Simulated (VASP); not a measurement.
Wanted: the native input for a VASP 6.6.1 run.

| Property | Result |
| --- | --- |
| Task | single point |
| Functional | PBE |
| Dispersion | TS |
| Potentials or basis | VASP PAW PBE potentials, release 64 (Sn_d, O) |
| Cutoff | 520 eV |
| k mesh | 8 × 8 × 8 |
| Occupations | gaussian, width 0.03 eV |
| Spin | no spin polarisation |
| Tolerance level | screening |
| Purpose | energy |
| Further INCAR settings | ALGO = Normal; EDIFF = 1e-06 |

The structure of SnO2 lies in POSCAR:

```
SnO2
1.0
    1.6170930752      0.9336291223      4.8485985098
   -1.6170930752      0.9336291223      4.8485985098
    0.0000000000     -1.8672582446      4.8485985098
Sn O
1 2
Direct
    0.5000000000      0.5000000000      0.5000000000
    0.7628300000      0.7628300000      0.7628300000
    0.2399474300      0.2399474300      0.2399474300
```

This cell differs from its parent crystal: last atom moved by 0.04 Å along z, cell strained by +1.0% along z.

The input as run:

INCAR

```
  GGA = PE
  IVDW = 2
  ISMEAR = 0
  SIGMA = 0.03
  LWAVE = False
  LCHARG = False
  ISIF = 2
  PREC = Accurate
  LASPH = True
  LREAL = False
  ALGO = Normal
  EDIFF = 1E-6
  NELM = 120
  GGA_COMPAT = False
  ENCUT = 520
  EFERMI = MIDGAP
```

KPOINTS

```
Automatic mesh
0
Gamma
  8 8 8
  0 0 0
```

Potentials or basis: VASP PAW PBE potentials, release 64 (Sn_d, O).

Command:

```console
$ cat potpaw_PBE.64/Sn_d/POTCAR potpaw_PBE.64/O/POTCAR > POTCAR
$ mpirun -np 1 vasp_std > vasp.out
```

Results of the run:

The pressure is -4.2 GPa, the largest force is 0.640 eV/Å and the band gap on the k mesh is 1.87 eV (least direct gap 1.95 eV). The hirshfeld charges are Sn +0.59; O -0.29, -0.30 e and the dispersion energy per atom is -0.137 eV.

Caveat: the cell differs from its parent crystal (last atom moved by 0.04 Å along z, cell strained by +1.0% along z); the cell stands under tension; spin-orbit coupling is left out, which moves the levels of the heavy elements.

Run time: 79 s on 1 thread of Intel(R) Xeon(R) Platinum 8488C (Sapphire Rapids), with other jobs on the host, peak memory 0.26 GiB.
